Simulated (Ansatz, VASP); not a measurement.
# Two plane-wave programs on Ti3Se

```
CELL_PARAMETERS angstrom
3.19745 0.00000 0.00000
-1.59872 2.76907 0.00000
0.00000 0.00000 7.94275
ATOMIC_POSITIONS crystal
Ti 0.33333 0.66667 0.22710
Ti 0.33333 0.66667 0.77290
Ti 0.66667 0.33333 0.50000
Se 0.00000 0.00000 0.00000
```

Alike in both runs: task relaxation of cell and atoms; functional PBE; k mesh 18 × 18 × 6; occupations gaussian, width 0.1 eV; no spin polarisation.

```csv
,VASP,Ansatz
version,VASP 6.6.1,Ansatz 0.2.0
potentials or method,"VASP PAW PBE potentials, release 64 (Ti_sv, Se), cutoff 600 eV","scalar-relativistic, plane waves, PAW"
valence electrons in the cell,42,52
```

```tsv
	VASP	Ansatz	Ansatz less VASP
gap on the k mesh at the Fermi level, each at its own relaxed structure (eV)	none	none	-
relaxed volume (Å³/atom)	17.60	17.60	-0.002
relaxed cell length with the largest relative difference (Å)	3.197	3.197	-0.0002
```

A gap of «none» marks a metal or a gap that the smearing closes. VASP's potentials hold 42 valence electrons a cell and Ansatz's 52, so a difference there can come from the potentials and not from the codes.
